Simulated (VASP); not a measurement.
Here is a VASP 6.6.1 calculation.

Contents of INCAR:

```
PREC = Accurate ; ENCUT = 520
EDIFF = 1E-8 ; ISMEAR = -1
SIGMA = 0.03 ; LREAL = False
LASPH = True ; NELM = 60
ALGO = Normal ; ISIF = 2
LWAVE = False ; LCHARG = False
GGA = PS ; LEFG = True
NBANDS = 26
```

KPOINTS

```
regular mesh
0
Gamma
  9 9 8
```

Contents of POSCAR:

```
AgCl
1.0
    1.8327171557     -5.4431635047      0.0000000000
    1.8327171557      5.4431635047      0.0000000000
    0.0000000000      0.0000000000      3.8439324781
Ag Cl
2 2
Direct
    0.3965554000      0.6034446000      0.7500000000
    0.6034446000      0.3965554000      0.2500000000
    0.8654487300      0.1345512700      0.2500000000
    0.1345512700      0.8654487300      0.7500000000
```

Potentials or basis: VASP PAW PBE potentials, release 64 (Ag, Cl).

The run is started by

```console
$ cat potpaw_PBE.64/Ag/POTCAR potpaw_PBE.64/Cl/POTCAR > POTCAR
$ mpirun -np 1 vasp_std > vasp.out
```

Question: Predict the band gap on the k mesh.

Answer: 0.34 eV (least direct gap 1.96 eV).

Question: Estimate the pressure.

Answer: 0.5 GPa.

Question: What does it give for the largest force?

Answer: 0.055 eV/Å.

Stress tensor (GPa, compression positive):
```
0.69 0.00 0.00
0.00 0.20 0.00
0.00 0.00 0.47
```

Caveat: semilocal functionals underestimate gaps, and a narrow one can read as zero; without QUAD_EFG the Cq values of the log hold for a quadrupole moment of 1 mb, not for the nuclei; the PAW data sets were made with another functional, which shifts forces and pressure a little. A k mesh can miss the band edges.
